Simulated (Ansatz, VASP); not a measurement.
B: VASP beside Ansatz

```
B
1.0
     0.00000    2.01556    2.01556
     2.01556    0.00000    2.01556
     2.01556    2.01556    0.00000
B
2
Cartesian
  0.0000 0.0000 0.0000
  1.0078 1.0078 1.0078
```

Alike in both runs: task relaxation of cell and atoms; functional PBEsol; k mesh 24 × 24 × 24; occupations gaussian, width 0.1 eV; no spin polarisation.

|  | VASP | Ansatz |
| --- | --- | --- |
| version | VASP 6.6.1 | Ansatz 0.2.0 |
| potentials or method | VASP PAW PBE potentials, release 64 (B), cutoff 500 eV | scalar-relativistic, plane waves, PAW |
| valence electrons in the cell | 6 | 6 |

```csv
,VASP,Ansatz,Ansatz less VASP
"gap on the k mesh at the Fermi level, each at its own relaxed structure (eV)",none,none,-
relaxed volume (Å³/atom),8.21,8.19,-0.016
relaxed cell length with the largest relative difference (Å),2.853,2.851,-0.0019
```

VASP's potentials were made for PBE, not for PBEsol. A gap of «none» marks a metal or a gap that the smearing closes.
